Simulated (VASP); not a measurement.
# SnSe (Pnma) in VASP: single point with r2SCAN

Aim: the single point of SnSe with r2SCAN.

All numbers are computed with VASP 6.6.1; they aren't measurements. Logs are shortened: lines on timing, memory, paths and dates and some standing lists are left out, and cuts for length are marked.

### 1 The cell of the first run

Symmetry: Pnma, No. 62, orthorhombic system. The conventional cell has a = 11.857 Å, b = 4.171 Å, c = 4.735 Å, α = 90.00°, β = 90.00°, γ = 90.00°. Within 3.8 Å of Sn (site symmetry m) lie 6 Se at 2.75 to 3.67 Å and 2 Sn at 3.78 Å. Within 3.7 Å of Se (site symmetry m) lie 6 Sn at 2.75 to 3.67 Å.

### 2 Single point, r2SCAN (strain +1.0%)

POSCAR reads:

```
SnSe
1.0
   11.8566505072      0.0000000000      0.0000000000
    0.0000000000      4.1707685649      0.0000000000
    0.0000000000      0.0000000000      4.7349639138
Sn Se
4 4
Direct
    0.6231036242      0.7500000000      0.3748488908
    0.8768963758      0.2500000000      0.8748488908
    0.3768963758      0.2500000000      0.6251511092
    0.1231036242      0.7500000000      0.1251511092
    0.1493231539      0.2500000000      0.5079808961
    0.6493231539      0.2500000000      0.9920191039
    0.3506768461      0.7500000000      0.0079808961
    0.8506768461      0.7500000000      0.4920191039
```

INCAR.step1 reads:

```
  ALGO = Normal
  EDIFF = 1E-4
  ENCUT = 520
  GGA = PE
  ISMEAR = 0
  LASPH = T
  LCHARG = F
  LREAL = F
  LWAVE = T
  NBANDS = 50
  NELM = 100
  PREC = Accurate
  SIGMA = 0.01
```

INCAR.step2 reads:

```
  ALGO = Normal
  EDIFF = 1E-7
  ENCUT = 520
  ISIF = 2
  ISMEAR = 0
  ISTART = 1
  LASPH = T
  LCHARG = F
  LMIXTAU = T
  LREAL = F
  LWAVE = F
  METAGGA = R2SCAN
  NBANDS = 50
  NELM = 100
  PREC = Accurate
  SIGMA = 0.01
```

KPOINTS reads:

```
k-points
0
Gamma
  2 6 6
```

Potentials or basis: VASP PAW PBE potentials, release 64 (Sn_d, Se).

Command:

```sh
> cat potpaw_PBE.64/Sn_d/POTCAR potpaw_PBE.64/Se/POTCAR > POTCAR
> cp INCAR.step1 INCAR
> mpirun -np 1 vasp_std > vasp.out
> cp INCAR.step2 INCAR
> mpirun -np 1 vasp_std > vasp.out
```

OUTCAR:

```text
EDIFF = 1E-7
   ENCUT = 520
   ISIF = 2
   ISMEAR = 0
   ISTART = 1
   LASPH = T
   LREAL = F
   METAGGA = R2SCAN
   NELM = 100
   PREC = Accurate

 ion  position               nearest neighbor table
   1  0.623  0.750  0.375-   8 2.75   6 2.78   6 2.78
   2  0.877  0.250  0.875-   6 2.75   8 2.78   8 2.78
   3  0.377  0.250  0.625-   5 2.75   7 2.78   7 2.78
   4  0.123  0.750  0.125-   7 2.75   5 2.78   5 2.78
   5  0.149  0.250  0.508-   3 2.75   4 2.78   4 2.78
   6  0.649  0.250  0.992-   2 2.75   1 2.78   1 2.78
   7  0.351  0.750  0.008-   4 2.75   3 2.78   3 2.78
   8  0.851  0.750  0.492-   1 2.75   2 2.78   2 2.78

  LATTYP: Found a simple orthorhombic cell.
 ALAT       =     4.1707685649
 B/A-ratio  =     1.1352737128
 C/A-ratio  =     2.8427975139

  Lattice vectors:

 A1 = (   0.0000000000,   4.1707685649,   0.0000000000)
 A2 = (   0.0000000000,   0.0000000000,   4.7349639138)
 A3 = (  11.8566505072,   0.0000000000,   0.0000000000)

Analysis of symmetry for initial positions (statically):
=====================================================================
 Subroutine PRICEL returns:
 Original cell was already a primitive cell.

 Routine SETGRP: Setting up the symmetry group for a
 simple orthorhombic supercell.

 Subroutine GETGRP returns: Found  8 space group operations
 (whereof  2 operations were pure point group operations)
 out of a pool of  8 trial point group operations.

The static configuration has the point symmetry S_2 .
 The point group associated with its full space group is D_2h.

Analysis of symmetry for dynamics (positions and initial velocities):
=====================================================================
 Subroutine PRICEL returns:
 Original cell was already a primitive cell.

 Routine SETGRP: Setting up the symmetry group for a
 simple orthorhombic supercell.

 Subroutine GETGRP returns: Found  8 space group operations
 (whereof  2 operations were pure point group operations)
 out of a pool of  8 trial point group operations.

The dynamic configuration has the point symmetry S_2 .
 The point group associated with its full space group is D_2h.

 Subroutine INISYM returns: Found  8 space group operations
 (whereof  2 operations are pure point group operations),
 and found     1 'primitive' translations

----------------------------------------------------------------------------------------

                                     Primitive cell

  volume of cell :     234.1503

  direct lattice vectors                    reciprocal lattice vectors
    11.856650507  0.000000000  0.000000000     0.084340852  0.000000000  0.000000000
     0.000000000  4.170768565  0.000000000     0.000000000  0.239763963  0.000000000
     0.000000000  0.000000000  4.734963914     0.000000000  0.000000000  0.211194851

  length of vectors
    11.856650507  4.170768565  4.734963914     0.084340852  0.239763963  0.211194851

  position of ions in fractional coordinates (direct lattice)
     0.623103624  0.750000000  0.374848891
     0.876896376  0.250000000  0.874848891
     0.376896376  0.250000000  0.625151109
     0.123103624  0.750000000  0.125151109
     0.149323154  0.250000000  0.507980896
     0.649323154  0.250000000  0.992019104
     0.350676846  0.750000000  0.007980896
     0.850676846  0.750000000  0.492019104

  ion indices of the primitive-cell ions
   primitive index   ion index
                 1           1
                 2           2
                 3           3
                 4           4
                 5           5
                 6           6
                 7           7
                 8           8

----------------------------------------------------------------------------------------

 KPOINTS: k-points

Automatic generation of k-mesh.
 Grid dimensions read from file:
 generate k-points for:    2    6    6

 Generating k-lattice:

  Cartesian coordinates                     Fractional coordinates (reciprocal lattice)
     0.042170426  0.000000000  0.000000000     0.500000000  0.000000000  0.000000000
     0.000000000  0.039960661  0.000000000     0.000000000  0.166666667  0.000000000
     0.000000000  0.000000000  0.035199142     0.000000000  0.000000000  0.166666667

  Length of vectors
     0.042170426  0.039960661  0.035199142

  Shift w.r.t. Gamma in fractional coordinates (k-lattice)
     0.000000000  0.000000000  0.000000000

 Subroutine IBZKPT returns following result:
 ===========================================

 Found     32 irreducible k-points:

 Following reciprocal coordinates:
            Coordinates               Weight
  0.000000  0.000000  0.000000      1.000000
  0.500000  0.000000  0.000000      1.000000
  0.000000  0.166667  0.000000      2.000000
  0.500000  0.166667  0.000000      2.000000
  0.000000  0.333333  0.000000      2.000000
  0.500000  0.333333  0.000000      2.000000
[... 16 lines left out ...]
  0.000000  0.500000  0.333333      2.000000
  0.500000  0.500000  0.333333      2.000000
 [... further k-points ...]
   k-points           NKPTS =     32   k-points in BZ     NKDIM =     32   number of bands    NBANDS=     50
   number of dos      NEDOS =    301   number of ions     NIONS =      8
   total plane-waves  NPLWV = 103680
   dimension x,y,z NGX =    90 NGY =   32 NGZ =   36
   dimension x,y,z NGXF=   180 NGYF=   64 NGZF=   72
   ions per type =               4   4
   NGX,Y,Z   is equivalent  to a cutoff of  12.62, 12.76, 12.64 a.u.
   NGXF,Y,Z  is equivalent  to a cutoff of  25.24, 25.51, 25.28 a.u.
 SYSTEM =  unknown system
   PREC   = accura    normal or accurate (medium, high low for compatibility)
   ISTART =      1    job   : 0-new  1-cont  2-samecut
   ICHARG =      0    charge: 1-file 2-atom 10-const
   ISPIN  =      1    spin polarized calculation?
   LNONCOLLINEAR =      F non collinear calculations
   LSORBIT =      F    spin-orbit coupling
   LASPH  =      T    aspherical Exc in radial PAW
   ENCUT  =  520.0 eV  38.22 Ry    6.18 a.u.  22.05  7.75  8.80*2*pi/ulx,y,z
   NELM   =    100;   NELMIN=  2; NELMDL=  0     # of ELM steps
   EDIFF  = 0.1E-06   stopping-criterion for ELM
   LREAL  =      F    real-space projection
   EDIFFG = 0.1E-05   stopping-criterion for IOM
   NSW    =      0    number of steps for IOM
   IBRION =     -1    ionic relax: 0-MD 1-quasi-New 2-CG
   NFREE  =      0    steps in history (QN), initial steepest desc. (CG)
   ISIF   =      2    stress and relaxation
   ISYM   =      2    0-nonsym 1-usesym 2-fastsym
   POTIM  = 0.5000    time-step for ionic-motion
   TEBEG  =    0.0;   TEEND  =   0.0 temperature during run
   PSTRESS=    0.0 pullay stress
   NELECT =      80.0000    total number of electrons
   NUPDOWN=      -1.0000    fix difference up-down
   EMIN   =  10.00;   EMAX   =-10.00  energy-range for DOS
   EFERMI =   0.00;   METHOD = LEGACY
   ISMEAR =     0;   SIGMA  =   0.01  broadening in eV -4-tet -1-fermi 0-gaus
   EFERMI_NEDOS =   21; number of points for ismear=-14 and -15
   IALGO  =     38    algorithm
   IMIX   =      4    mixing-type and parameters
     AMIX     =   0.40;   BMIX     =  1.00
     AMIX_MAG =   1.60;   BMIX_MAG =  1.00
  volume/ion in A,a.u.               =      29.27       197.52
  Fermi-wavevector in a.u.,A,eV,Ry     =   1.144476  2.162745 17.821245  1.309825
  Thomas-Fermi vector in A             =   2.281168
   LORBIT       =      0    0 simple, 1 ext, 2 COOP (PROOUT), +10 PAW based schemes
   METAGGA = R2SCAN    functional components
   LHFCALC =     F    Hartree Fock is set to
   AEXX    =    0.0000 exact exchange contribution
   IVDW    =     0    specifies the selected vdW correction
   LEPSILON=     F    determine dielectric tensor
   LRPA    =     F    only Hartree local field effects (RPA)
 non-spin polarized calculation
 Gauss-broadening in eV      SIGMA  =   0.01
  energy-cutoff  :      520.00
  volume of cell :      234.15
 maximum number of plane-waves:      6344
 NGX is ok and might be reduce to    90
   NGX = 45   NGY = 15   NGZ = 17

 number of electron      79.9999974 magnetization

 Free energy of the ion-electron system (eV)
  ---------------------------------------------------
  ext. energy  EPLUGINS =         0.00000000
  ---------------------------------------------------
  free energy    TOTEN  =      -159.81360319 eV

  energy without entropy =     -159.81360319  energy(sigma->0) =     -159.81360319

 E-fermi :   4.2463     XC(G=0):  -9.7567

 val. band max:        4.1879784954   @ k =   0.0000   0.0000   0.3333
 cond. band min:       5.3641047464   @ k =   0.0000   0.3333   0.0000
 fundamental gap:      1.1761262509
 Fermi energy:         4.2462730342

 k-point     1 :       0.0000    0.0000    0.0000
  band No.  band energies     occupation
      1     -17.6108      2.00000
      2     -17.6026      2.00000
      3     -17.5938      2.00000
      4     -17.5936      2.00000
      5     -17.5915      2.00000
      6     -17.5896      2.00000
[... 42 lines left out ...]
     49       9.2871      0.00000
     50       9.5127      0.00000

 k-point     2 :       0.5000    0.0000    0.0000
  band No.  band energies     occupation
      1     -17.6073      2.00000
      2     -17.6073      2.00000
      3     -17.5930      2.00000
      4     -17.5930      2.00000
      5     -17.5909      2.00000
      6     -17.5909      2.00000
[... 42 lines left out ...]
     49       9.2961      0.00000
     50       9.2961      0.00000

 k-point     3 :       0.0000    0.1667    0.0000
  band No.  band energies     occupation
      1     -17.6070      2.00000
      2     -17.6024      2.00000
      3     -17.5969      2.00000
      4     -17.5951      2.00000
      5     -17.5891      2.00000
      6     -17.5890      2.00000
[... 1102 lines left out ...]
     49       9.2380      0.00000
     50       9.2380      0.00000

 k-point    24 :       0.5000    0.5000    0.3333
  band No.  band energies     occupation
      1     -17.6107      2.00000
      2     -17.6107      2.00000
      3     -17.6107      2.00000
      4     -17.6107      2.00000
      5     -17.5796      2.00000
      6     -17.5796      2.00000
[... 42 lines left out ...]
     49       9.9630      0.00000
     50       9.9630      0.00000

 [... further k-points ...]

------------------------ aborting loop because EDIFF is reached ----------------------------------------

  FORCE on cell =-STRESS in cart. coord.  units (eV):
  Direction    XX          YY          ZZ          XY          YZ          ZX
  --------------------------------------------------------------------------------------
  -------------------------------------------------------------------------------------
  Total       -0.6842807     -1.3905161     -0.8212691      0.0000000     -0.0000000      0.0000000
  in kB       -4.6822011     -9.5146280     -5.6195467      0.0000000     -0.0000000      0.0000000
  external PRESSURE =      -6.6054586 kB  Pullay stress =       0.0000000 kB

 VOLUME and BASIS-vectors are now :
 -----------------------------------------------------------------------------
  energy-cutoff  :      520.00
  volume of cell :      234.15
      direct lattice vectors                 reciprocal lattice vectors
    11.856650507  0.000000000  0.000000000     0.084340852  0.000000000  0.000000000
     0.000000000  4.170768565  0.000000000     0.000000000  0.239763963  0.000000000
     0.000000000  0.000000000  4.734963914     0.000000000  0.000000000  0.211194851

 POSITION                                       TOTAL-FORCE (eV/Angst)
 -----------------------------------------------------------------------------------
      7.38792      3.12808      1.77490        -0.015871      0.000000      0.014298
     10.39705      1.04269      4.14238         0.015871     -0.000000      0.014298
      4.46873      1.04269      2.96007         0.015871      0.000000     -0.014298
      1.45960      3.12808      0.59259        -0.015871      0.000000     -0.014298
      1.77047      1.04269      2.40527        -0.005705      0.000000      0.010758
      7.69880      1.04269      4.69717        -0.005705     -0.000000     -0.010758
      4.15785      3.12808      0.03779         0.005705      0.000000      0.010758
     10.08618      3.12808      2.32969         0.005705      0.000000     -0.010758
 -----------------------------------------------------------------------------------
    total drift:                               -0.000000     -0.000000      0.000000

  FREE ENERGIE OF THE ION-ELECTRON SYSTEM (eV)
  ---------------------------------------------------
  free  energy   TOTEN  =      -159.8136031938 eV

  energy  without entropy=     -159.8136031938  energy(sigma->0) =     -159.81360319
```

Wall time 9.9 min (1 thread of AMD EPYC 9R45 (Zen 5), shared host); peak memory 0.49 GiB.

What came out:

```yaml
Free_energy: -159.8136 eV
Pressure: -0.7 GPa
Largest_force: 0.021 eV/Å
Band_gap_on_the_k_mesh: 1.18 eV (least direct gap 1.45 eV)
```

Forces on the atoms (eV/Å):
```
Sn  -0.016  0.000  0.014
Sn   0.016  0.000  0.014
Sn   0.016  0.000 -0.014
Sn  -0.016  0.000 -0.014
Se  -0.006  0.000  0.011
Se  -0.006  0.000 -0.011
Se   0.006  0.000  0.011
Se   0.006  0.000 -0.011
```

Caveat: the cell differs from its parent crystal (strain +1.0%); the PAW data sets were made with another functional, which shifts forces and pressure a little; spin-orbit coupling is left out, which moves the levels of the heavy elements. A k mesh can miss the band edges.
